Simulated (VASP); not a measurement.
# Ag (Fm-3m) in VASP: single point with PBE

Aim: the single point of Ag with PBE.

Everything below comes from runs of VASP 6.6.1. Logs are shortened: lines on timing, memory, paths and dates and some standing lists are left out, and cuts for length are marked.

**1. The cell of the first run**

It takes space group Fm-3m (No. 225, cubic). The conventional cell has a = 4.148 Å, b = 4.148 Å, c = 4.148 Å, α = 90.00°, β = 90.00°, γ = 90.00°. Ag (site symmetry m-3m) has 12 Ag at 2.93 Å within 3.9 Å.

**2. Single point, PBE**

INCAR reads:

```
SYSTEM = Ag
  PREC = Accurate
  ENCUT = 520
  EDIFF = 1E-7
  ISMEAR = -1
  SIGMA = 0.08
  LREAL = .FALSE.
  LASPH = .TRUE.
  NELM = 60
  ALGO = Normal
  ISIF = 2
  LWAVE = .FALSE.
  LCHARG = .FALSE.
  GGA = PE
  NBANDS = 18
```

KPOINTS reads:

```
regular mesh
0
G
  14 10 14
  0 0 0
```

POSCAR reads:

```
Ag
1.0
   -2.0742206004      2.0742206004      0.0000000000
    0.0000000000      0.0000000000      4.1484412008
    2.0742206004      2.0742206004      0.0000000000
Ag
2
Direct
    0.0000000000      0.0000000000      0.0000000000
    0.5000000000      0.5000000000      0.5000000000
```

Potentials or basis: VASP PAW PBE potentials, release 64 (Ag).

Run with:

```sh
> cat potpaw_PBE.64/Ag/POTCAR > POTCAR
> mpirun -np 1 vasp_std > vasp.out
```

OUTCAR:

```text
SYSTEM = Ag
   PREC = Accurate
   ENCUT = 520
   EDIFF = 1E-7
   ISMEAR = -1
   LREAL = .FALSE.
   LASPH = .TRUE.
   NELM = 60
   ISIF = 2
   GGA = PE

 ion  position               nearest neighbor table
   1  0.000  0.000  0.000-   2 2.93   2 2.93   2 2.93   2 2.93   2 2.93   2 2.93   2 2.93   2 2.93

   2  0.500  0.500  0.500-   1 2.93   1 2.93   1 2.93   1 2.93   1 2.93   1 2.93   1 2.93   1 2.93

  LATTYP: Found a simple tetragonal cell.
 ALAT       =     2.9333909044
 C/A-ratio  =     1.4142135624

  Lattice vectors:

 A1 = (   2.0742206004,  -2.0742206004,   0.0000000000)
 A2 = (   2.0742206004,   2.0742206004,   0.0000000000)
 A3 = (   0.0000000000,   0.0000000000,   4.1484412008)

Analysis of symmetry for initial positions (statically):
=====================================================================
 Subroutine PRICEL returns following result:

  LATTYP: Found a face centered cubic cell.
 ALAT       =     4.1484412008

  Lattice vectors:

 A1 = (   2.0742206004,   0.0000000000,   2.0742206004)
 A2 = (   2.0742206004,   2.0742206004,   0.0000000000)
 A3 = (   0.0000000000,   2.0742206004,   2.0742206004)

   2 primitive cells build up your supercell.

 Routine SETGRP: Setting up the symmetry group for a
 simple tetragonal supercell.

 Subroutine GETGRP returns: Found 16 space group operations
 (whereof 16 operations were pure point group operations)
 out of a pool of 16 trial point group operations.

The static configuration has the point symmetry D_4h.

Analysis of symmetry for dynamics (positions and initial velocities):
=====================================================================
 Subroutine PRICEL returns following result:

  LATTYP: Found a face centered cubic cell.
 ALAT       =     4.1484412008

  Lattice vectors:

 A1 = (   2.0742206004,   0.0000000000,   2.0742206004)
 A2 = (   2.0742206004,   2.0742206004,   0.0000000000)
 A3 = (   0.0000000000,   2.0742206004,   2.0742206004)

   2 primitive cells build up your supercell.

 Routine SETGRP: Setting up the symmetry group for a
 simple tetragonal supercell.

 Subroutine GETGRP returns: Found 16 space group operations
 (whereof 16 operations were pure point group operations)
 out of a pool of 16 trial point group operations.

The dynamic configuration has the point symmetry D_4h.

 Subroutine INISYM returns: Found 16 space group operations
 (whereof 16 operations are pure point group operations),
 and found     2 'primitive' translations

----------------------------------------------------------------------------------------

                                     Primitive cell

  volume of cell :      17.8482

  direct lattice vectors                    reciprocal lattice vectors
     2.074220600  0.000000000  2.074220600     0.241054399 -0.241054399  0.241054399
     2.074220600  2.074220600  0.000000000     0.241054399  0.241054399 -0.241054399
     0.000000000  2.074220600  2.074220600    -0.241054399  0.241054399  0.241054399

  length of vectors
     2.933390904  2.933390904  2.933390904     0.417518466  0.417518466  0.417518466

  position of ions in fractional coordinates (direct lattice)
     0.000000000  0.000000000  0.000000000

  ion indices of the primitive-cell ions
   primitive index   ion index
                 1           1

----------------------------------------------------------------------------------------

 KPOINTS: regular mesh

Automatic generation of k-mesh.
 Grid dimensions read from file:
 generate k-points for:   14   10   14

 Generating k-lattice:

  Cartesian coordinates                     Fractional coordinates (reciprocal lattice)
    -0.017218171  0.017218171  0.000000000     0.071428571  0.000000000  0.000000000
     0.000000000  0.000000000  0.024105440     0.000000000  0.100000000  0.000000000
     0.017218171  0.017218171  0.000000000     0.000000000  0.000000000  0.071428571

  Length of vectors
     0.024350171  0.024105440  0.024350171

  Shift w.r.t. Gamma in fractional coordinates (k-lattice)
     0.000000000  0.000000000  0.000000000

 Subroutine IBZKPT returns following result:
 ===========================================

 Found    216 irreducible k-points:

 Following reciprocal coordinates:
            Coordinates               Weight
  0.000000  0.000000  0.000000      1.000000
  0.071429  0.000000  0.000000      4.000000
  0.142857  0.000000  0.000000      4.000000
  0.214286  0.000000  0.000000      4.000000
  0.285714  0.000000  0.000000      4.000000
  0.357143  0.000000  0.000000      4.000000
[... 16 lines left out ...]
  0.428571  0.200000  0.000000      8.000000
  0.500000  0.200000  0.000000      4.000000
 [... further k-points ...]
   k-points           NKPTS =    216   k-points in BZ     NKDIM =    216   number of bands    NBANDS=     18
   number of dos      NEDOS =    301   number of ions     NIONS =      2
   total plane-waves  NPLWV =  18432
   dimension x,y,z NGX =    24 NGY =   32 NGZ =   24
   dimension x,y,z NGXF=    48 NGYF=   64 NGZF=   48
   ions per type =               2
   NGX,Y,Z   is equivalent  to a cutoff of  13.60, 12.82, 13.60 a.u.
   NGXF,Y,Z  is equivalent  to a cutoff of  27.20, 25.65, 27.20 a.u.
 SYSTEM =  Ag
   PREC   = accura    normal or accurate (medium, high low for compatibility)
   ISTART =      0    job   : 0-new  1-cont  2-samecut
   ICHARG =      2    charge: 1-file 2-atom 10-const
   ISPIN  =      1    spin polarized calculation?
   LNONCOLLINEAR =      F non collinear calculations
   LSORBIT =      F    spin-orbit coupling
   LASPH  =      T    aspherical Exc in radial PAW
   ENCUT  =  520.0 eV  38.22 Ry    6.18 a.u.   5.45  7.71  5.45*2*pi/ulx,y,z
   NELM   =     60;   NELMIN=  2; NELMDL= -5     # of ELM steps
   EDIFF  = 0.1E-06   stopping-criterion for ELM
   LREAL  =      F    real-space projection
   EDIFFG = 0.1E-05   stopping-criterion for IOM
   NSW    =      0    number of steps for IOM
   IBRION =     -1    ionic relax: 0-MD 1-quasi-New 2-CG
   NFREE  =      0    steps in history (QN), initial steepest desc. (CG)
   ISIF   =      2    stress and relaxation
   ISYM   =      2    0-nonsym 1-usesym 2-fastsym
   POTIM  = 0.5000    time-step for ionic-motion
   TEBEG  =    0.0;   TEEND  =   0.0 temperature during run
   PSTRESS=    0.0 pullay stress
   NELECT =      22.0000    total number of electrons
   NUPDOWN=      -1.0000    fix difference up-down
   EMIN   =  10.00;   EMAX   =-10.00  energy-range for DOS
   EFERMI =   0.00;   METHOD = LEGACY
   ISMEAR =    -1;   SIGMA  =   0.08  broadening in eV -4-tet -1-fermi 0-gaus
   EFERMI_NEDOS =   21; number of points for ismear=-14 and -15
   IALGO  =     38    algorithm
   IMIX   =      4    mixing-type and parameters
     AMIX     =   0.40;   BMIX     =  1.00
     AMIX_MAG =   1.60;   BMIX_MAG =  1.00
  volume/ion in A,a.u.               =      17.85       120.45
  Fermi-wavevector in a.u.,A,eV,Ry     =   1.393181  2.632730 26.408262  1.940952
  Thomas-Fermi vector in A             =   2.516852
   LORBIT       =      0    0 simple, 1 ext, 2 COOP (PROOUT), +10 PAW based schemes
   GGA     = PE    functional components
[... 5 lines left out ...]
 non-spin polarized calculation
  energy-cutoff  :      520.00
  volume of cell :       35.70
 maximum number of plane-waves:       999
 NGX is ok and might be reduce to    24
   NGX = 11   NGY = 15   NGZ = 11

 number of electron      22.0000013 magnetization

 Free energy of the ion-electron system (eV)
  ---------------------------------------------------
  ext. energy  EPLUGINS =         0.00000000
  ---------------------------------------------------
  free energy    TOTEN  =        -5.44136031 eV

  energy without entropy =       -5.42983337  energy(sigma->0) =       -5.43559684

 E-fermi :   7.8254     XC(G=0): -11.9389

 val. band max:        7.8101937330   @ k =   0.5000   0.0000   0.2143
 cond. band min:       7.8383089684   @ k =   0.5000   0.5000   0.0714
 fundamental gap:      0.0281152354
 Fermi energy:         7.8254359884

 k-point     1 :       0.0000    0.0000    0.0000
  band No.  band energies     occupation
      1       0.3728      2.00000
      2       1.6585      2.00000
      3       1.7831      2.00000
      4       3.1634      2.00000
      5       3.1634      2.00000
      6       3.1648      2.00000
[... 10 lines left out ...]
     17      24.4567      0.00000
     18      24.4760      0.00000

 k-point     2 :       0.0714    0.0000    0.0000
  band No.  band energies     occupation
      1       0.4756      2.00000
      2       1.7085      2.00000
      3       1.8336      2.00000
      4       3.1365      2.00000
      5       3.1879      2.00000
      6       3.2001      2.00000
[... 10 lines left out ...]
     17      24.4331      0.00000
     18      25.3850      0.00000

 k-point     3 :       0.1429    0.0000    0.0000
  band No.  band energies     occupation
      1       0.7736      2.00000
      2       1.8230      2.00000
      3       2.0064      2.00000
      4       3.0633      2.00000
      5       3.2602      2.00000
      6       3.2926      2.00000
[... 10 lines left out ...]
     17      24.3495      0.00000
     18      24.6223      0.00000

 k-point     4 :       0.2143    0.0000    0.0000
  band No.  band energies     occupation
      1       1.2322      2.00000
      2       1.9714      2.00000
      3       2.2913      2.00000
      4       2.9644      2.00000
      5       3.3764      2.00000
      6       3.3932      2.00000
[... 10 lines left out ...]
     17      22.8779      0.00000
     18      24.2413      0.00000

 k-point     5 :       0.2857    0.0000    0.0000
  band No.  band energies     occupation
      1       1.7781      2.00000
      2       2.1508      2.00000
      3       2.6238      2.00000
      4       2.8677      2.00000
      5       3.4270      2.00000
      6       3.5304      2.00000
[... 10 lines left out ...]
     17      21.4457      0.00000
     18      24.1546      0.00000

 k-point     6 :       0.3571    0.0000    0.0000
  band No.  band energies     occupation
      1       2.2863      2.00000
      2       2.3482      2.00000
      3       2.8026      2.00000
      4       2.9304      2.00000
      5       3.2872      2.00000
      6       3.3802      2.00000
[... 10 lines left out ...]
     17      22.0754      0.00000
     18      24.1497      0.00000

 k-point     7 :       0.4286    0.0000    0.0000
  band No.  band energies     occupation
      1       2.5370      2.00000
      2       2.6070      2.00000
      3       2.7953      2.00000
      4       3.0285      2.00000
      5       3.1467      2.00000
      6       3.3072      2.00000
[... 10 lines left out ...]
     17      23.5121      0.00000
     18      24.2931      0.00000

 k-point     8 :       0.5000    0.0000    0.0000
  band No.  band energies     occupation
      1       2.6619      2.00000
      2       2.6619      2.00000
      3       2.8662      2.00000
      4       2.8662      2.00000
      5       3.2511      2.00000
      6       3.2511      2.00000
[... 10 lines left out ...]
     17      24.6490      0.00000
     18      24.6490      0.00000
[... 229 lines left out ...]
     17      24.2879      0.00000
     18      24.5128      0.00000

 k-point    20 :       0.2143    0.2000    0.0000
  band No.  band energies     occupation
      1       1.4710      2.00000
      2       2.0580      2.00000
      3       2.4328      2.00000
      4       3.1578      2.00000
      5       3.3561      2.00000
      6       3.3582      2.00000
[... 10 lines left out ...]
     17      24.1556      0.00000
     18      24.4402      0.00000

 k-point    21 :       0.2857    0.2000    0.0000
  band No.  band energies     occupation
      1       1.7688      2.00000
      2       2.1697      2.00000
      3       2.7154      2.00000
      4       3.2946      2.00000
      5       3.3663      2.00000
      6       3.4697      2.00000
[... 10 lines left out ...]
     17      23.9367      0.00000
     18      24.0258      0.00000

 k-point    22 :       0.3571    0.2000    0.0000
  band No.  band energies     occupation
      1       1.9366      2.00000
      2       2.2350      2.00000
      3       2.8436      2.00000
      4       3.2530      2.00000
      5       3.3698      2.00000
      6       3.6080      2.00000
[... 10 lines left out ...]
     17      22.8986      0.00000
     18      23.9537      0.00000

 k-point    23 :       0.4286    0.2000    0.0000
  band No.  band energies     occupation
      1       2.0313      2.00000
      2       2.2035      2.00000
      3       2.9130      2.00000
      4       3.1532      2.00000
      5       3.3889      2.00000
      6       3.5562      2.00000
[... 10 lines left out ...]
     17      23.7382      0.00000
     18      24.0001      0.00000

 k-point    24 :       0.5000    0.2000    0.0000
  band No.  band energies     occupation
      1       2.1174      2.00000
      2       2.1174      2.00000
      3       3.0282      2.00000
      4       3.0282      2.00000
      5       3.4466      2.00000
      6       3.4466      2.00000
[... 10 lines left out ...]
     17      24.2168      0.00000
     18      24.2168      0.00000

 [... further k-points ...]

------------------------ aborting loop because EDIFF is reached ----------------------------------------

  FORCE on cell =-STRESS in cart. coord.  units (eV):
  Direction    XX          YY          ZZ          XY          YZ          ZX
  --------------------------------------------------------------------------------------
  -------------------------------------------------------------------------------------
  Total       -0.0080884     -0.0080884     -0.0892700      0.0000000      0.0000000     -0.0000000
  in kB       -0.3630356     -0.3630356     -4.0067398      0.0000000      0.0000000     -0.0000000
  external PRESSURE =      -1.5776037 kB  Pullay stress =       0.0000000 kB

 VOLUME and BASIS-vectors are now :
 -----------------------------------------------------------------------------
  energy-cutoff  :      520.00
  volume of cell :       35.70
      direct lattice vectors                 reciprocal lattice vectors
    -2.074220600  2.074220600  0.000000000    -0.241054399  0.241054399  0.000000000
     0.000000000  0.000000000  4.148441201     0.000000000  0.000000000  0.241054399
     2.074220600  2.074220600  0.000000000     0.241054399  0.241054399  0.000000000

 POSITION                                       TOTAL-FORCE (eV/Angst)
 -----------------------------------------------------------------------------------
      0.00000      0.00000      0.00000         0.000000     -0.000000      0.000000
      0.00000      2.07422      2.07422        -0.000000      0.000000     -0.000000
 -----------------------------------------------------------------------------------
    total drift:                               -0.000000     -0.000000      0.000000

  FREE ENERGIE OF THE ION-ELECTRON SYSTEM (eV)
  ---------------------------------------------------
  free  energy   TOTEN  =        -5.4413603111 eV

  energy  without entropy=       -5.4298333693  energy(sigma->0) =       -5.43559684
```

Wall time 27 s (1 thread of Intel Xeon 6975P-C (Granite Rapids), shared host); peak memory 0.23 GiB.

What came out:

| Property | Result |
| --- | --- |
| Free energy | -5.4414 eV |
| Pressure | -0.2 GPa |
| Band gap on the k mesh | zero (band 11 reaches 13.60 eV, above the bottom of band 12 at 4.46 eV) |
